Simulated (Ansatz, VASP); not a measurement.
## Two plane-wave programs on Te2Mo3

```
Te Mo
1.0
     3.29011    0.00000    0.00000
    -1.64505    2.84932    0.00000
     0.00000    0.00000   10.63176
Te Mo
2 3
Cartesian
  0.0000 1.8995 3.3066
  1.6451 0.9498 7.3252
  0.0000 1.8995 9.8079
  1.6451 0.9498 0.8238
  0.0000 0.0000 5.3159
```

Alike in both runs: task single point; functional PBE; k mesh 12 × 12 × 4; occupations gaussian, width 0.1 eV; no spin polarisation.

```csv
,VASP,Ansatz
version,VASP 6.6.1,Ansatz 0.2.0
potentials or method,"VASP PAW PBE potentials, release 64 (Te, Mo_sv), cutoff 520 eV","scalar-relativistic, plane waves, PAW"
valence electrons in the cell,54,74
```

Ansatz gave:

| Item | Value |
| --- | --- |
| gap on the k mesh at the Fermi level (eV) | none |
| pressure (GPa) | 0.0 |
| rms of the force components (eV/Å) | 0.000 |

Question: What did VASP give for the same quantities?

Answer: gap on the k mesh at the Fermi level (eV): none; pressure (GPa): 0.1; rms of the force components (eV/Å): 0.018.

Atom by atom the forces differ by 0.018 eV/Å (rms over components). A gap of «none» marks a metal or a gap that the smearing closes. VASP's potentials hold 54 valence electrons a cell and Ansatz's 74, so a difference there can come from the potentials and not from the codes.

Neither program's run includes spin-orbit coupling.
